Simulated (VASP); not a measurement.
# B (Fd-3m) in VASP: notebook, part 2 of 2

VASP 6.6.1. Earlier steps stand in the parts before.

## Step 4: Single point, PBE

This run uses another cell than the first one, of 8.32 Å³/atom, 1.087 times its volume.

The input, INCAR:

```
SYSTEM = B
PREC     = Accurate       ! precision mode
ENCUT    = 520            ! plane-wave cutoff, eV
EDIFF    = 1E-6           ! SCF threshold, eV
ISMEAR   = -1             ! smearing method
SIGMA    = 0.1            ! smearing width, eV
LREAL    = .False.        ! projectors in reciprocal space
LASPH    = .True.         ! aspherical terms in the spheres
NELM     = 80             ! most SCF steps
ALGO     = Normal         ! electronic algorithm
ISIF     = 2              ! what is computed and relaxed
LWAVE    = .False.        ! write WAVECAR
LCHARG   = .True.         ! write CHGCAR
GGA      = PE             ! functional
LELF     = .True.         ! ELF
LVHAR    = .True.       
NBANDS   = 10             ! bands
```

The input, KPOINTS:

```
regular mesh
0
Gamma
  22 22 22
  0 0 0
```

The input, POSCAR:

```
B
1.0
    0.0000000000      2.0261947002      2.0261947002
    2.0261947002      0.0000000000      2.0261947002
    2.0261947002      2.0261947002      0.0000000000
B
2
Direct
    0.1250000000      0.1250000000      0.1250000000
    0.8750000000      0.8750000000      0.8750000000
```

Potentials or basis: VASP PAW PBE potentials, release 64 (B).

Run with:

```bash
> cat potpaw_PBE.64/B/POTCAR > POTCAR
> mpirun -np 1 vasp_std > vasp.out
```

OUTCAR:

```text
SYSTEM = B
   PREC = Accurate
   ENCUT = 520
   EDIFF = 1E-6
   ISMEAR = -1
   LREAL = .False.
   LASPH = .True.
   NELM = 80
   ISIF = 2
   GGA = PE

 ion  position               nearest neighbor table
   1  0.125  0.125  0.125-   2 1.75   2 1.75   2 1.75   2 1.75
   2  0.875  0.875  0.875-   1 1.75   1 1.75   1 1.75   1 1.75

  LATTYP: Found a face centered cubic cell.
 ALAT       =     4.0523894004

  Lattice vectors:

 A1 = (   0.0000000000,   2.0261947002,   2.0261947002)
 A2 = (   2.0261947002,   0.0000000000,   2.0261947002)
 A3 = (   2.0261947002,   2.0261947002,   0.0000000000)

Analysis of symmetry for initial positions (statically):
=====================================================================
 Subroutine PRICEL returns:
 Original cell was already a primitive cell.

 Routine SETGRP: Setting up the symmetry group for a
 face centered cubic supercell.

 Subroutine GETGRP returns: Found 48 space group operations
 (whereof 12 operations were pure point group operations)
 out of a pool of 48 trial point group operations.

The static configuration has the point symmetry D_3d.
 The point group associated with its full space group is O_h .
[... 171 lines left out ...]
      1      -9.1226      2.00000
      2       7.7797      0.00000
      3       7.7797      0.00000
      4       7.7797      0.00000
      5      11.9230      0.00000
      6      11.9230      0.00000
      7      11.9230      0.00000
      8      20.2619      0.00000
      9      22.5164      0.00000
     10      26.7146      0.00000
[... 287 lines left out ...]
 k-point    24 :      -0.4545    0.0455    0.0000
  band No.  band energies     occupation
      1      -4.5319      2.00000
      2      -2.8968      2.00000
      3       5.2312      0.00000
      4       5.4296      0.00000
      5      13.9628      0.00000
      6      14.0881      0.00000
      7      15.7381      0.00000
      8      19.6477      0.00000
      9      24.7574      0.00000
     10      26.6780      0.00000

 [... further k-points ...]

------------------------ aborting loop because EDIFF is reached ----------------------------------------

  FORCE on cell =-STRESS in cart. coord.  units (eV):
  Direction    XX          YY          ZZ          XY          YZ          ZX
  --------------------------------------------------------------------------------------
  -------------------------------------------------------------------------------------
  Total       -0.0044459     -0.0044459     -0.0044459      0.0000000     -0.0000000     -0.0000000
  in kB       -0.4281463     -0.4281463     -0.4281463      0.0000000     -0.0000000     -0.0000000
  external PRESSURE =      -0.4281463 kB  Pullay stress =       0.0000000 kB

 VOLUME and BASIS-vectors are now :
 -----------------------------------------------------------------------------
  energy-cutoff  :      520.00
  volume of cell :       16.64
      direct lattice vectors                 reciprocal lattice vectors
     0.000000000  2.026194700  2.026194700    -0.246767993  0.246767993  0.246767993
     2.026194700  0.000000000  2.026194700     0.246767993 -0.246767993  0.246767993
     2.026194700  2.026194700  0.000000000     0.246767993  0.246767993 -0.246767993

 POSITION                                       TOTAL-FORCE (eV/Angst)
 -----------------------------------------------------------------------------------
      0.50655      0.50655      0.50655        -0.000000      0.000000      0.000000
      3.54584      3.54584      3.54584         0.000000     -0.000000     -0.000000
 -----------------------------------------------------------------------------------
    total drift:                                0.000000      0.000000      0.000000

  FREE ENERGIE OF THE ION-ELECTRON SYSTEM (eV)
  ---------------------------------------------------
  free  energy   TOTEN  =       -11.5302611985 eV

  energy  without entropy=      -11.5018544282  energy(sigma->0) =      -11.51605781
```

OSZICAR:

```text
N       E                     dE             d eps       ncg     rms          rms(c)
DAV:   1    -0.143201432865E+01   -0.14320E+01   -0.28042E+03  6680   0.520E+02
DAV:   2    -0.115749015869E+02   -0.10143E+02   -0.95529E+01  9150   0.820E+01
DAV:   3    -0.117234227898E+02   -0.14852E+00   -0.14755E+00  8044   0.765E+00
DAV:   4    -0.117235876506E+02   -0.16486E-03   -0.16484E-03  7550   0.246E-01
DAV:   5    -0.117235877260E+02   -0.75399E-07   -0.74980E-07  7492   0.570E-03    0.294E+00
DAV:   6    -0.115844313991E+02    0.13916E+00   -0.62846E-02  7192   0.150E+00    0.177E+00
DAV:   7    -0.115297371702E+02    0.54694E-01   -0.90862E-02  7706   0.180E+00    0.238E-01
DAV:   8    -0.115302462076E+02   -0.50904E-03   -0.18807E-03  7074   0.339E-01    0.275E-02
DAV:   9    -0.115302570579E+02   -0.10850E-04   -0.34039E-05  7866   0.399E-02    0.129E-02
DAV:  10    -0.115302610649E+02   -0.40070E-05   -0.27880E-06  7264   0.127E-02    0.113E-03
DAV:  11    -0.115302611985E+02   -0.13363E-06   -0.10431E-07  3766   0.239E-03
   1 F= -.11530261E+02 E0= -.11516058E+02  d E =-.284068E-01
```

stdout:

```text
POSCAR found type information on POSCAR B
 POSCAR found :  1 types and       2 ions
 scaLAPACK will be used
 LDA part: xc-table for (Slater+PW92), standard interpolation
 POSCAR, INCAR and KPOINTS ok, starting setup
 FFT: planning ... GRIDC
 FFT: planning ... GRID_SOFT
 FFT: planning ... GRID
 WAVECAR not read
 entering main loop
```

Run time: 37 s. Hardware: 1 thread of Intel Xeon Platinum 8259CL at 2.50GHz (Skylake/Cascade Lake), shared host; peak memory 0.16 GiB.

Results:

- Free energy: -11.5303 eV
- Pressure: 0.0 GPa
- Band gap on the k mesh: zero (band 3 reaches 7.78 eV, above the bottom of band 4 at 0.66 eV)

## Step 5: Overview

```tsv
cell	gap on the mesh (eV)	pressure (GPa)
a = 2.787 Å, angles 60.0°, 2 atoms	none	17.1
a = 2.827 Å, angles 60.0°, 2 atoms	none	7.7
a = 2.865 Å, angles 60.0°, 2 atoms	none	0.0
```

Alike in all rows: task single point; level PBE; potentials or basis VASP PAW PBE potentials, release 64 (B); no spin polarisation; k mesh 22 × 22 × 22; cutoff (eV) 520; smearing fermi-dirac 0.1 eV.

Total energies depend on the potentials used, so only differences within one code and one set of settings carry meaning.
